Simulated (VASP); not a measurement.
# Ru (P6_3/mmc) in VASP: a series of runs, part 2 of 2

VASP 6.6.1. The steps go on from the part before.

### 6 Single point, PBE (volume 14.864 Å^3 an atom, c/a of the conventional cell 1.7835)

INCAR reads:

```
SYSTEM = Ru
ALGO = Fast ; EDIFF = 1E-7
ENCUT = 520 ; GGA = PE
ISIF = 2 ; ISMEAR = 0
LASPH = .True. ; LCHARG = .False.
LREAL = .False. ; LWAVE = .False.
NBANDS = 21 ; NELM = 80
PREC = Accurate ; SIGMA = 0.15
```

KPOINTS reads:

```
k-points
0
Gamma
  21 21 12
  0 0 0
```

POSCAR reads:

```
Ru
1.0
    2.6799127133      0.0000000000      0.0000000000
   -1.3399563567      2.3208724897      0.0000000000
    0.0000000000      0.0000000000      4.7796243243
Ru
2
Direct
    0.3333333333      0.6666666667      0.2500000000
    0.6666666667      0.3333333333      0.7500000000
```

Potentials or basis: VASP PAW PBE potentials, release 64 (Ru_pv).

Run with:

```sh
> cat potpaw_PBE.64/Ru_pv/POTCAR > POTCAR
> mpirun -np 1 vasp_std > vasp.out
```

OUTCAR:

```text
SYSTEM = Ru
   EDIFF = 1E-7
   ENCUT = 520
   GGA = PE
   ISIF = 2
   ISMEAR = 0
   LASPH = .True.
   LREAL = .False.
   NELM = 80
   PREC = Accurate

 ion  position               nearest neighbor table
   1  0.333  0.667  0.250-   2 2.85   2 2.85   2 2.85   2 2.85   2 2.85   2 2.85
   2  0.667  0.333  0.750-   1 2.85   1 2.85   1 2.85   1 2.85   1 2.85   1 2.85

  LATTYP: Found a hexagonal cell.
 ALAT       =     2.6799127133
 C/A-ratio  =     1.7835000000

  Lattice vectors:

 A1 = (   2.6799127133,   0.0000000000,   0.0000000000)
 A2 = (  -1.3399563567,   2.3208724897,   0.0000000000)
 A3 = (   0.0000000000,   0.0000000000,   4.7796243243)

Analysis of symmetry for initial positions (statically):
=====================================================================
 Subroutine PRICEL returns:
 Original cell was already a primitive cell.

 Routine SETGRP: Setting up the symmetry group for a
 hexagonal supercell.

 Subroutine GETGRP returns: Found 24 space group operations
 (whereof 12 operations were pure point group operations)
 out of a pool of 24 trial point group operations.

The static configuration has the point symmetry D_3d.
 The point group associated with its full space group is D_6h.

Analysis of symmetry for dynamics (positions and initial velocities):
=====================================================================
 Subroutine PRICEL returns:
 Original cell was already a primitive cell.

 Routine SETGRP: Setting up the symmetry group for a
 hexagonal supercell.

 Subroutine GETGRP returns: Found 24 space group operations
 (whereof 12 operations were pure point group operations)
 out of a pool of 24 trial point group operations.

The dynamic configuration has the point symmetry D_3d.
 The point group associated with its full space group is D_6h.

 Subroutine INISYM returns: Found 24 space group operations
 (whereof 12 operations are pure point group operations),
 and found     1 'primitive' translations

[... 106 lines left out ...]
   NUPDOWN=      -1.0000    fix difference up-down
   EMIN   =  10.00;   EMAX   =-10.00  energy-range for DOS
   EFERMI =   0.00;   METHOD = LEGACY
   ISMEAR =     0;   SIGMA  =   0.15  broadening in eV -4-tet -1-fermi 0-gaus
   EFERMI_NEDOS =   21; number of points for ismear=-14 and -15
   IALGO  =     68    algorithm
   IMIX   =      4    mixing-type and parameters
     AMIX     =   0.40;   BMIX     =  1.00
     AMIX_MAG =   1.60;   BMIX_MAG =  1.00
  volume/ion in A,a.u.               =      14.86       100.31
  Fermi-wavevector in a.u.,A,eV,Ry     =   1.604743  3.032525 35.037744  2.575202
  Thomas-Fermi vector in A             =   2.701200
   LORBIT       =      0    0 simple, 1 ext, 2 COOP (PROOUT), +10 PAW based schemes
   GGA     = PE    functional components
   LHFCALC =     F    Hartree Fock is set to
   AEXX    =    0.0000 exact exchange contribution
   IVDW    =     0    specifies the selected vdW correction
   LEPSILON=     F    determine dielectric tensor
   LRPA    =     F    only Hartree local field effects (RPA)
 non-spin polarized calculation
 RMM-DIIS sequential band-by-band and
 Gauss-broadening in eV      SIGMA  =   0.15
  energy-cutoff  :      520.00
  volume of cell :       29.73
 maximum number of plane-waves:       831
 NGX is ok and might be reduce to    20
   NGX =  9   NGY =  9   NGZ = 17

 number of electron      27.9999994 magnetization

 Free energy of the ion-electron system (eV)
  ---------------------------------------------------
  ext. energy  EPLUGINS =         0.00000000
  ---------------------------------------------------
  free energy    TOTEN  =       -17.99934770 eV

  energy without entropy =      -17.97695869  energy(sigma->0) =      -17.98815320

 E-fermi :  11.2739     XC(G=0): -13.5548

 val. band max:       11.2641778368   @ k =   0.0952  -0.0000   0.3333
 cond. band min:      11.2751445267   @ k =   0.2857   0.0000   0.1667
 fundamental gap:      0.0109666899
 Fermi energy:        11.2738947948

 k-point     1 :       0.0000    0.0000    0.0000
  band No.  band energies     occupation
      1     -31.9324      2.00000
      2     -31.3156      2.00000
      3     -31.2409      2.00000
      4     -31.2409      2.00000
      5     -31.1771      2.00000
      6     -31.1771      2.00000
[... 565 lines left out ...]
     20      21.8493      0.00000
     21      21.8497      0.00000

 [... further k-points ...]
[... 5 lines left out ...]
  --------------------------------------------------------------------------------------
  -------------------------------------------------------------------------------------
  Total       -0.4311557     -0.4311557     -8.2001449      0.0000000      0.0000000      0.0000000
  in kB      -23.2369437    -23.2369437   -441.9431609      0.0000000      0.0000000      0.0000000
  external PRESSURE =    -162.8056828 kB  Pullay stress =       0.0000000 kB

 VOLUME and BASIS-vectors are now :
 -----------------------------------------------------------------------------
  energy-cutoff  :      520.00
  volume of cell :       29.73
      direct lattice vectors                 reciprocal lattice vectors
     2.679912713  0.000000000  0.000000000     0.373146482  0.215436222  0.000000000
    -1.339956357  2.320872490  0.000000000     0.000000000  0.430872443  0.000000000
     0.000000000  0.000000000  4.779624324     0.000000000  0.000000000  0.209221464

 POSITION                                       TOTAL-FORCE (eV/Angst)
 -----------------------------------------------------------------------------------
     -0.00000      1.54725      1.19491         0.000000     -0.000000      0.000000
      1.33996      0.77362      3.58472        -0.000000      0.000000      0.000000
 -----------------------------------------------------------------------------------
    total drift:                               -0.000000      0.000000     -0.000000

  FREE ENERGIE OF THE ION-ELECTRON SYSTEM (eV)
  ---------------------------------------------------
  free  energy   TOTEN  =       -17.9993476987 eV

  energy  without entropy=      -17.9769586933  energy(sigma->0) =      -17.98815320
```

OSZICAR:

```text
N       E                     dE             d eps       ncg     rms          rms(c)
DAV:   1     0.284476133163E+03    0.28448E+03   -0.17577E+04 14120   0.146E+03
DAV:   2    -0.136562107468E+02   -0.29813E+03   -0.28933E+03 14507   0.438E+02
DAV:   3    -0.193238340362E+02   -0.56676E+01   -0.56286E+01 16527   0.674E+01
DAV:   4    -0.193673899194E+02   -0.43556E-01   -0.43518E-01 18188   0.559E+00
DAV:   5    -0.193679147474E+02   -0.52483E-03   -0.52112E-03 16088   0.549E-01    0.146E+01
RMM:   6    -0.180628031687E+02    0.13051E+01   -0.30619E+00 14412   0.144E+01    0.346E+00
RMM:   7    -0.180053971566E+02    0.57406E-01   -0.30187E-01 15190   0.395E+00    0.928E-01
RMM:   8    -0.179997126289E+02    0.56845E-02   -0.19332E-02 15839   0.129E+00    0.369E-01
RMM:   9    -0.179993230589E+02    0.38957E-03   -0.20937E-03 15980   0.401E-01    0.487E-02
RMM:  10    -0.179993469718E+02   -0.23913E-04   -0.28370E-04 16510   0.141E-01    0.131E-02
RMM:  11    -0.179993493131E+02   -0.23413E-05   -0.54603E-05 17374   0.537E-02    0.592E-03
RMM:  12    -0.179993469387E+02    0.23744E-05   -0.11292E-05 18076   0.226E-02    0.290E-03
RMM:  13    -0.179993480400E+02   -0.11013E-05   -0.16293E-06 17001   0.104E-02    0.123E-03
RMM:  14    -0.179993475464E+02    0.49358E-06   -0.28230E-07 13122   0.502E-03    0.813E-04
RMM:  15    -0.179993477034E+02   -0.15700E-06   -0.81358E-08 10776   0.278E-03    0.195E-04
RMM:  16    -0.179993476987E+02    0.46894E-08   -0.23829E-08  8761   0.125E-03
   1 F= -.17999348E+02 E0= -.17988153E+02  d E =-.223890E-01
```

stdout:

```text
POSCAR found type information on POSCAR Ru
 POSCAR found :  1 types and       2 ions
 scaLAPACK will be used
 LDA part: xc-table for (Slater+PW92), standard interpolation
 POSCAR, INCAR and KPOINTS ok, starting setup
 FFT: planning ... GRIDC
 FFT: planning ... GRID_SOFT
 FFT: planning ... GRID
 WAVECAR not read
 entering main loop
WARNING in EDDRMM: call to ZHEGV failed, returncode =   8  4     21
WARNING in EDDRMM: call to ZHEGV failed, returncode =   8  4     20
```

It took 98 s on 1 thread of Intel Xeon 6975P-C (Granite Rapids), shared host; peak memory 0.27 GiB.

What came out:

* Free energy: -17.9993 eV
* Pressure: -16.3 GPa
* Band gap on the k mesh: zero (band 14 reaches 12.53 eV, above the bottom of band 15 at 10.28 eV)

Levels at points of the mesh, in eV from the Fermi level:
| k point | band 10 | band 11 | band 12 | band 13 | band 14 | band 15 | band 16 | band 17 | band 18 | band 19 |
| --- | --- | --- | --- | --- | --- | --- | --- | --- | --- | --- |
| (0.00, 0.00, 0.00) | -2.21 | -2.21 | -1.84 | -1.84 | -0.44 | -0.44 | 0.07 | 1.06 | 1.06 | 7.60 |
| (0.00, 0.00, 0.50) | -2.98 | -2.18 | -2.18 | -2.18 | -2.18 | 0.51 | 0.51 | 0.51 | 0.51 | 10.58 |

### 7 Summary

```tsv
cell	gap on the mesh (eV)	pressure (GPa)
a = 2.941, b = 2.941, c = 4.115 Å, angles 90.0, 90.0, 120.0°, 2 atoms	none	-22.1
a = 2.720, b = 2.720, c = 4.297 Å, angles 90.0, 90.0, 120.0°, 2 atoms	none	0.0
a = 2.965, b = 2.965, c = 3.905 Å, angles 90.0, 90.0, 120.0°, 2 atoms	none	-9.7
a = 2.847, b = 2.847, c = 4.234 Å, angles 90.0, 90.0, 120.0°, 2 atoms	none	-18.3
a = 2.680, b = 2.680, c = 4.780 Å, angles 90.0, 90.0, 120.0°, 2 atoms	none	-16.3
```

Alike in all rows: task single point; level PBE; potentials or basis VASP PAW PBE potentials, release 64 (Ru_pv); no spin polarisation; k mesh 21 × 21 × 12; cutoff (eV) 520; smearing gaussian 0.15 eV.

Total energies depend on the potentials used, so only differences within one code and one set of settings carry meaning.
